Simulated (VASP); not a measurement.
# NaF (P2_1/m) in VASP: notebook

The runs below take NaF through single point, with PBE, r2SCAN.

All numbers are computed with VASP 6.6.1; they aren't measurements. Logs are shortened: lines on timing, memory, paths and dates and some standing lists are left out, and cuts for length are marked.

## Step 1: The cell of the first run

The typed cell holds 4 atoms: a = 3.178 Å, b = 3.173 Å, c = 5.568 Å, α = 90.00°, β = 90.00°, γ = 119.87°.

## Step 2: Single point, PBE (shear xy strain +0.3%)

INCAR reads:

```
PREC = Accurate
ENCUT = 520
EDIFF = 1E-6
ISMEAR = -1
SIGMA = 0.02
LREAL = F
LASPH = T
NELM = 80
ALGO = Normal
ISIF = 2
LWAVE = F
LCHARG = F
GGA = PE
NBANDS = 22
```

KPOINTS reads:

```
Automatic mesh
0
Gamma
  12 12 6
```

POSCAR reads:

```
NaF
1.0
    3.1775543043      0.0047663315      0.0000000000
   -1.5846493880      2.7494595837      0.0000000000
    0.0000000000      0.0000000000      5.5676310051
Na F
2 2
Direct
    0.0000000000      0.0000000000      0.0000000000
    0.0000000000      0.0000000000      0.5000000000
    0.3333333333      0.6666666667      0.2500000000
    0.6666666667      0.3333333333      0.7500000000
```

Potentials or basis: VASP PAW PBE potentials, release 64 (Na_pv, F).

Run with:

```
$ cat potpaw_PBE.64/Na_pv/POTCAR potpaw_PBE.64/F/POTCAR > POTCAR
$ mpirun -np 1 vasp_std > vasp.out
```

OUTCAR:

```text
PREC = Accurate
   ENCUT = 520
   EDIFF = 1E-6
   ISMEAR = -1
   LREAL = F
   LASPH = T
   NELM = 80
   ISIF = 2
   GGA = PE

 ion  position               nearest neighbor table
   1  0.000  0.000  0.000-   3 2.30   4 2.30   3 2.30   4 2.30   4 2.30   3 2.30   2 2.78   2 2.78

   2  0.000  0.000  0.500-   3 2.30   4 2.30   3 2.30   4 2.30   4 2.30   3 2.30   1 2.78   1 2.78

   3  0.333  0.667  0.250-   1 2.30   2 2.30   1 2.30   2 2.30   1 2.30   2 2.30
   4  0.667  0.333  0.750-   1 2.30   2 2.30   1 2.30   2 2.30   1 2.30   2 2.30

  Warning from LATTYP: Monoclinic adjustment (A1->A3, A2->A1, A3->A2)!
  LATTYP: Found a simple monoclinic cell.
 ALAT       =     3.1734274350
 B/A-ratio  =     1.7544535425
 C/A-ratio  =     1.0013015719
 COS(beta)  =    -0.4980493340

  Lattice vectors:

 A1 = (  -1.5846493880,   2.7494595837,   0.0000000000)
 A2 = (   0.0000000000,   0.0000000000,   5.5676310051)
 A3 = (   3.1775543043,   0.0047663315,   0.0000000000)

Analysis of symmetry for initial positions (statically):
=====================================================================
 Subroutine PRICEL returns:
 Original cell was already a primitive cell.

 Routine SETGRP: Setting up the symmetry group for a
 simple monoclinic supercell.

 Subroutine GETGRP returns: Found  4 space group operations
 (whereof  2 operations were pure point group operations)
 out of a pool of  4 trial point group operations.

The static configuration has the point symmetry S_2 .
 The point group associated with its full space group is C_2h.

Analysis of symmetry for dynamics (positions and initial velocities):
=====================================================================
 Subroutine PRICEL returns:
 Original cell was already a primitive cell.

 Routine SETGRP: Setting up the symmetry group for a
 simple monoclinic supercell.

 Subroutine GETGRP returns: Found  4 space group operations
 (whereof  2 operations were pure point group operations)
 out of a pool of  4 trial point group operations.

The dynamic configuration has the point symmetry S_2 .
 The point group associated with its full space group is C_2h.

 Subroutine INISYM returns: Found  4 space group operations
 (whereof  2 operations are pure point group operations),
 and found     1 'primitive' translations

----------------------------------------------------------------------------------------

                                     Primitive cell

  volume of cell :      48.6840

  direct lattice vectors                    reciprocal lattice vectors
     3.177554304  0.004766332  0.000000000     0.314435609  0.181224775  0.000000000
    -1.584649388  2.749459584  0.000000000    -0.000545091  0.363393675  0.000000000
     0.000000000  0.000000000  5.567631005     0.000000000  0.000000000  0.179609604

  length of vectors
     3.177557879  3.173427435  5.567631005     0.362921715  0.363394084  0.179609604

  position of ions in fractional coordinates (direct lattice)
     0.000000000  0.000000000  0.000000000
     0.000000000  0.000000000  0.500000000
     0.333333333  0.666666667  0.250000000
     0.666666667  0.333333333  0.750000000

  ion indices of the primitive-cell ions
   primitive index   ion index
                 1           1
                 2           2
                 3           3
                 4           4

----------------------------------------------------------------------------------------

 KPOINTS: Automatic mesh

Automatic generation of k-mesh.
 Grid dimensions read from file:
 generate k-points for:   12   12    6

 Generating k-lattice:

  Cartesian coordinates                     Fractional coordinates (reciprocal lattice)
     0.026202967  0.015102065  0.000000000     0.083333333  0.000000000  0.000000000
    -0.000045424  0.030282806  0.000000000     0.000000000  0.083333333  0.000000000
     0.000000000  0.000000000  0.029934934     0.000000000  0.000000000  0.166666667

  Length of vectors
     0.030243476  0.030282840  0.029934934

  Shift w.r.t. Gamma in fractional coordinates (k-lattice)
     0.000000000  0.000000000  0.000000000

 Subroutine IBZKPT returns following result:
 ===========================================

 Found    296 irreducible k-points:

 Following reciprocal coordinates:
            Coordinates               Weight
  0.000000  0.000000  0.000000      1.000000
  0.083333  0.000000  0.000000      2.000000
  0.166667  0.000000  0.000000      2.000000
  0.250000  0.000000  0.000000      2.000000
  0.333333  0.000000  0.000000      2.000000
  0.416667  0.000000  0.000000      2.000000
[... 16 lines left out ...]
  0.250000  0.166667  0.000000      2.000000
  0.333333  0.166667  0.000000      2.000000
 [... further k-points ...]
   k-points           NKPTS =    296   k-points in BZ     NKDIM =    296   number of bands    NBANDS=     22
   number of dos      NEDOS =    301   number of ions     NIONS =      4
   total plane-waves  NPLWV =  24192
   dimension x,y,z NGX =    24 NGY =   24 NGZ =   42
   dimension x,y,z NGXF=    48 NGYF=   48 NGZF=   84
   ions per type =               2   2
   NGX,Y,Z   is equivalent  to a cutoff of  12.56, 12.57, 12.54 a.u.
   NGXF,Y,Z  is equivalent  to a cutoff of  25.11, 25.15, 25.08 a.u.
 SYSTEM =  unknown system
   PREC   = accura    normal or accurate (medium, high low for compatibility)
   ISTART =      0    job   : 0-new  1-cont  2-samecut
   ICHARG =      2    charge: 1-file 2-atom 10-const
   ISPIN  =      1    spin polarized calculation?
   LNONCOLLINEAR =      F non collinear calculations
   LSORBIT =      F    spin-orbit coupling
   LASPH  =      T    aspherical Exc in radial PAW
   ENCUT  =  520.0 eV  38.22 Ry    6.18 a.u.   5.91  5.90 10.35*2*pi/ulx,y,z
   NELM   =     80;   NELMIN=  2; NELMDL= -5     # of ELM steps
   EDIFF  = 0.1E-05   stopping-criterion for ELM
   LREAL  =      F    real-space projection
   EDIFFG = 0.1E-04   stopping-criterion for IOM
   NSW    =      0    number of steps for IOM
   IBRION =     -1    ionic relax: 0-MD 1-quasi-New 2-CG
   NFREE  =      0    steps in history (QN), initial steepest desc. (CG)
   ISIF   =      2    stress and relaxation
   ISYM   =      2    0-nonsym 1-usesym 2-fastsym
   POTIM  = 0.5000    time-step for ionic-motion
   TEBEG  =    0.0;   TEEND  =   0.0 temperature during run
   PSTRESS=    0.0 pullay stress
   NELECT =      28.0000    total number of electrons
   NUPDOWN=      -1.0000    fix difference up-down
   EMIN   =  10.00;   EMAX   =-10.00  energy-range for DOS
   EFERMI =   0.00;   METHOD = LEGACY
   ISMEAR =    -1;   SIGMA  =   0.02  broadening in eV -4-tet -1-fermi 0-gaus
   EFERMI_NEDOS =   21; number of points for ismear=-14 and -15
   IALGO  =     38    algorithm
   IMIX   =      4    mixing-type and parameters
     AMIX     =   0.40;   BMIX     =  1.00
     AMIX_MAG =   1.60;   BMIX_MAG =  1.00
  volume/ion in A,a.u.               =      12.17        82.13
  Fermi-wavevector in a.u.,A,eV,Ry     =   1.361441  2.572750 25.218692  1.853522
  Thomas-Fermi vector in A             =   2.488017
   LORBIT       =      0    0 simple, 1 ext, 2 COOP (PROOUT), +10 PAW based schemes
   GGA     = PE    functional components
   LHFCALC =     F    Hartree Fock is set to
   AEXX    =    0.0000 exact exchange contribution
   IVDW    =     0    specifies the selected vdW correction
   LEPSILON=     F    determine dielectric tensor
   LRPA    =     F    only Hartree local field effects (RPA)
 non-spin polarized calculation
  energy-cutoff  :      520.00
  volume of cell :       48.68
 maximum number of plane-waves:      1329
   NGX = 11   NGY = 11   NGZ = 21

 number of electron      28.0000008 magnetization

 Free energy of the ion-electron system (eV)
  ---------------------------------------------------
  ext. energy  EPLUGINS =         0.00000000
  ---------------------------------------------------
  free energy    TOTEN  =       -16.92298542 eV

  energy without entropy =      -16.92298542  energy(sigma->0) =      -16.92298542

 E-fermi :  -1.5027     XC(G=0):  -9.2558

 val. band max:       -1.8877564889   @ k =   0.0000   0.0000   0.0000
 cond. band min:       4.4488395271   @ k =   0.0000   0.0000   0.0000
 fundamental gap:      6.3365960159
 Fermi energy:        -1.5026616739

 k-point     1 :       0.0000    0.0000    0.0000
  band No.  band energies     occupation
      1     -21.9757      2.00000
      2     -21.1748      2.00000
      3     -21.0262      2.00000
      4     -21.0260      2.00000
      5     -20.9915      2.00000
      6     -20.9913      2.00000
[... 14 lines left out ...]
     21      19.1927      0.00000
     22      19.2538      0.00000

 k-point     2 :       0.0833    0.0000    0.0000
  band No.  band energies     occupation
      1     -21.9479      2.00000
      2     -21.3088      2.00000
      3     -21.0285      2.00000
      4     -21.0010      2.00000
      5     -20.9933      2.00000
      6     -20.9622      2.00000
[... 14 lines left out ...]
     21      18.6894      0.00000
     22      18.9140      0.00000

 k-point     3 :       0.1667    0.0000    0.0000
  band No.  band energies     occupation
      1     -21.8706      2.00000
      2     -21.4706      2.00000
      3     -21.0352      2.00000
      4     -21.0270      2.00000
      5     -20.9986      2.00000
      6     -20.9585      2.00000
[... 14 lines left out ...]
     21      18.3871      0.00000
     22      18.5322      0.00000
[... 476 lines left out ...]
 k-point    23 :       0.2500    0.1667    0.0000
  band No.  band energies     occupation
      1     -21.7198      2.00000
      2     -21.5556      2.00000
      3     -21.1136      2.00000
      4     -21.0957      2.00000
      5     -21.0297      2.00000
      6     -20.9466      2.00000
[... 14 lines left out ...]
     21      17.1714      0.00000
     22      17.8377      0.00000

 k-point    24 :       0.3333    0.1667    0.0000
  band No.  band energies     occupation
      1     -21.7640      2.00000
      2     -21.4186      2.00000
      3     -21.1702      2.00000
      4     -21.1124      2.00000
      5     -21.0395      2.00000
      6     -20.9433      2.00000
[... 14 lines left out ...]
     21      16.6967      0.00000
     22      17.1401      0.00000

 [... further k-points ...]

------------------------ aborting loop because EDIFF is reached ----------------------------------------

  FORCE on cell =-STRESS in cart. coord.  units (eV):
  Direction    XX          YY          ZZ          XY          YZ          ZX
  --------------------------------------------------------------------------------------
  -------------------------------------------------------------------------------------
  Total        1.0385709      1.0385235      1.1282595     -0.0318088      0.0000000      0.0000000
  in kB       34.1791032     34.1775423     37.1307312     -1.0468198      0.0000000      0.0000000
  external PRESSURE =      35.1624589 kB  Pullay stress =       0.0000000 kB

 VOLUME and BASIS-vectors are now :
 -----------------------------------------------------------------------------
  energy-cutoff  :      520.00
  volume of cell :       48.68
      direct lattice vectors                 reciprocal lattice vectors
     3.177554304  0.004766332  0.000000000     0.314435609  0.181224775  0.000000000
    -1.584649388  2.749459584  0.000000000    -0.000545091  0.363393675  0.000000000
     0.000000000  0.000000000  5.567631005     0.000000000  0.000000000  0.179609604

 POSITION                                       TOTAL-FORCE (eV/Angst)
 -----------------------------------------------------------------------------------
      0.00000      0.00000      0.00000         0.000000      0.000000      0.000000
      0.00000      0.00000      2.78382         0.000000      0.000000      0.000000
      0.00275      1.83456      1.39191         0.005055     -0.000027      0.000000
      1.59015      0.91966      4.17572        -0.005055      0.000027     -0.000000
 -----------------------------------------------------------------------------------
    total drift:                               -0.000000      0.000000     -0.000000

  FREE ENERGIE OF THE ION-ELECTRON SYSTEM (eV)
  ---------------------------------------------------
  free  energy   TOTEN  =       -16.9229854233 eV

  energy  without entropy=      -16.9229854232  energy(sigma->0) =      -16.92298542
```

Wall time 1.7 min (1 thread of AMD EPYC 9R45 (Zen 5), shared host); peak memory 0.31 GiB.

Results:

```
Free energy            : -16.9230 eV
Pressure               : 3.5 GPa
Largest force          : 0.005 eV/Å
Band gap on the k mesh : 6.34 eV
```

Forces in eV/Å, atoms in the order of the input:
```
Na   0.000  0.000  0.000
Na   0.000  0.000  0.000
F    0.005  0.000  0.000
F   -0.005  0.000  0.000
```

Caveat: the cell differs from its parent crystal (shear xy strain +0.3%); the cell stands under pressure. A k mesh can miss the band edges.

## Step 3: Single point, r2SCAN (shear xy strain +0.3%)

POSCAR is that of step 2.

INCAR.step1 reads:

```
SYSTEM = NaF
PREC = Accurate ; ENCUT = 520
ISMEAR = 0 ; SIGMA = 0.01
LREAL = .False. ; LASPH = .True.
NELM = 80 ; NBANDS = 22
GGA = PE ; ALGO = Normal
EDIFF = 1E-4 ; LWAVE = .True.
LCHARG = .False.
```

INCAR.step2 reads:

```
SYSTEM = NaF
PREC = Accurate ; ENCUT = 520
EDIFF = 1E-6 ; ISMEAR = 0
SIGMA = 0.01 ; LREAL = .False.
LASPH = .True. ; NELM = 80
ALGO = Normal ; ISIF = 2
LWAVE = .False. ; LCHARG = .False.
METAGGA = R2SCAN ; LMIXTAU = .True.
NBANDS = 22 ; ISTART = 1
```

KPOINTS reads:

```
Automatic mesh
0
Gamma
  12 12 6
  0 0 0
```

Potentials or basis: VASP PAW PBE potentials, release 64 (Na_pv, F).

Run with:

```
$ cat potpaw_PBE.64/Na_pv/POTCAR potpaw_PBE.64/F/POTCAR > POTCAR
$ cp INCAR.step1 INCAR
$ mpirun -np 1 vasp_std > vasp.out
$ cp INCAR.step2 INCAR
$ mpirun -np 1 vasp_std > vasp.out
```

Run time: 8.1 min. Hardware: 1 thread of AMD EPYC 9R45 (Zen 5), shared host; peak memory 0.32 GiB.

It converged, with:

| Property | Result |
| --- | --- |
| Free energy | -25.0249 eV |
| Pressure | -0.5 GPa |
| Largest force | 0.005 eV/Å |
| Band gap on the k mesh | 7.21 eV |

Forces in eV/Å, atoms in the order of the input:
```
Na   0.000  0.000  0.000
Na   0.000  0.000  0.000
F    0.005  0.000  0.000
F   -0.005  0.000  0.000
```

Stress tensor (GPa, compression positive):
```
-0.48 -0.11  0.00
-0.11 -0.47  0.00
 0.00  0.00 -0.63
```

Levels at points of the mesh, in eV from the valence-band top:
| k point | band 12 | band 13 | band 14 | band 15 | band 16 | band 17 |
| --- | --- | --- | --- | --- | --- | --- |
| (0.00, 0.00, 0.00) | -0.21 | -0.01 | 0.00 | 7.21 | 11.72 | 13.05 |
| (0.50, 0.00, 0.00) | -0.58 | -0.38 | -0.31 | 11.70 | 13.26 | 14.66 |
| (0.00, 0.50, 0.00) | -0.58 | -0.39 | -0.31 | 11.70 | 13.27 | 14.64 |
| (0.50, 0.50, 0.00) | -0.58 | -0.39 | -0.32 | 11.70 | 13.29 | 14.63 |
| (0.00, 0.00, 0.50) | -0.12 | -0.11 | -0.11 | 9.00 | 9.00 | 15.73 |
| (0.50, 0.00, 0.50) | -0.54 | -0.35 | -0.35 | 12.75 | 12.75 | 13.95 |
| (0.00, 0.50, 0.50) | -0.54 | -0.35 | -0.35 | 12.75 | 12.75 | 13.96 |
| (0.50, 0.50, 0.50) | -0.54 | -0.36 | -0.36 | 12.75 | 12.75 | 13.97 |

Caveat: the cell differs from its parent crystal (shear xy strain +0.3%); the PAW data sets were made with another functional, which shifts forces and pressure a little. A k mesh can miss the band edges.
